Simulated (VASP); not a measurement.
Input of a VASP 6.6.1 run:

File INCAR:

```
SYSTEM = NaRuS3
PREC = Accurate
ENCUT = 520
EDIFF = 1E-7
ISMEAR = 0
SIGMA = 0.1
LREAL = .False.
LASPH = .True.
NELM = 80
ALGO = Normal
ISIF = 2
LWAVE = .False.
LCHARG = .True.
GGA = PE
LELF = .True.
LVHAR = .True.
NBANDS = 28
```

File KPOINTS:

```
regular mesh
0
Gamma
  4 4 4
  0 0 0
```

POSCAR

```
NaRuS3
1.0
    4.3866300791      0.0000000000      0.0000000000
    0.0000000000      4.3866300791      0.0000000000
    0.0000000000      0.0000000000      5.7088260324
Na Ru S
1 1 3
Direct
    0.0000000000      0.0000000000      0.0416652847
    0.5000000000      0.5000000000      0.5651976898
    0.5000000000      0.5000000000      0.9512273994
    0.0000000000      0.5000000000      0.4509548130
    0.5000000000      0.0000000000      0.4509548130
```

Potentials or basis: VASP PAW PBE potentials, release 64 (Na_pv, Ru_pv, S).

Run with:

```console
$ cat potpaw_PBE.64/Na_pv/POTCAR potpaw_PBE.64/Ru_pv/POTCAR potpaw_PBE.64/S/POTCAR > POTCAR
$ mpirun -np 1 vasp_std > vasp.out
```

Problem. Estimate the largest force.

Solution. 0.050 eV/Å.

Problem. Estimate the pressure.

Solution. 0.0 GPa.

Forces in eV/Å, atoms in the order of the input:
```
Na   0.000  0.000  0.000
Ru   0.000  0.000  0.050
S    0.000  0.000 -0.019
S    0.000  0.000 -0.016
S    0.000  0.000 -0.016
```
